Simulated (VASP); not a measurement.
Here is a VASP 6.6.1 calculation.

Contents of INCAR:

```
PREC = Accurate
ENCUT = 520
EDIFF = 1E-7
ISMEAR = -1
SIGMA = 0.05
LREAL = False
LASPH = True
NELM = 150
ALGO = Normal
ISIF = 2
LWAVE = False
LCHARG = False
LMAXMIX = 4
LDAU = True
LDAUTYPE = 2
LDAUL = -1 2
LDAUU = 0 2
LDAUJ = 0 0
LDAUPRINT = 1
GGA = PE
NBANDS = 19
```

KPOINTS

```
Automatic mesh
0
Gamma
  8 8 4
```

Contents of POSCAR:

```
TiTe2
1.0
    3.8402458467      0.0000000000      0.0000000000
   -1.9201229234      3.3257504601      0.0000000000
    0.0000000000      0.0000000000      7.2314126475
Te Ti
2 1
Direct
    0.3333333333      0.6666666667      0.7636968415
    0.6666666667      0.3333333333      0.2363031585
    0.0000000000      0.0000000000      0.0000000000
```

Potentials or basis: VASP PAW PBE potentials, release 64 (Te, Ti_sv).

The run is started by

```sh
$ cat potpaw_PBE.64/Te/POTCAR potpaw_PBE.64/Ti_sv/POTCAR > POTCAR
$ mpirun -np 1 vasp_std > vasp.out
```

Q: Estimate the pressure.

A: -0.3 GPa.

Q: What does it give for the largest force?

A: 0.038 eV/Å.

Q: Estimate the band gap on the k mesh.

A: Zero (band 12 reaches 5.77 eV, above the bottom of band 13 at 5.28 eV).

Eigenvalues of the final occupation matrices:
| site | spin | trace | eigenvalues |
| --- | --- | --- | --- |
| site 3 d | 1 | 0.88 | 0.08 0.11 0.11 0.29 0.29 |
| site 3 d | 2 | 0.88 | 0.08 0.11 0.11 0.29 0.29 |

Caveat: spin-orbit coupling is left out, which moves the levels of the heavy elements; this functional lacks dispersion, which binds the layers, so the pressure and a relaxed spacing across them are unreliable; U without spin polarisation on a metal has little footing; the U is typed as a test and isn't derived for this compound.
